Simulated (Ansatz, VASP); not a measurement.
# SbS in VASP and in Ansatz

```xyz
2
Lattice="0.0000 2.8938 2.8938 2.8938 0.0000 2.8938 2.8938 2.8938 0.0000" Properties=species:S:1:pos:R:3 pbc="T T T"
Sb    0.0000    0.0000    0.0000
S     2.8938    2.8938    2.8938
```

Alike in both runs: functional PBE; k mesh 6 × 6 × 6; occupations gaussian, width 0.1 eV; no spin polarisation.

Ansatz relaxed the structure, and its values are those at the end. VASP's run is a single point on that final structure, the one shown.

|  | VASP | Ansatz |
| --- | --- | --- |
| version | VASP 6.6.1 | Ansatz 0.2.0 |
| potentials or method | VASP PAW PBE potentials, release 64 (Sb, S), cutoff 520 eV | scalar-relativistic, plane waves, PAW |
| valence electrons in the cell | 11 | 21 |

|  | VASP | Ansatz | Ansatz less VASP |
| --- | --- | --- | --- |
| gap on the k mesh at the Fermi level (eV) | none | none | - |
| pressure (GPa) | 0.1 | 0.3 | +0.20 |

A gap of «none» marks a metal or a gap that the smearing closes. The functional is the same, so the differences come from potentials, cutoffs and numerics. VASP's potentials hold 11 valence electrons a cell and Ansatz's 21, so a difference there can come from the potentials and not from the codes.

Neither program's run includes spin-orbit coupling.
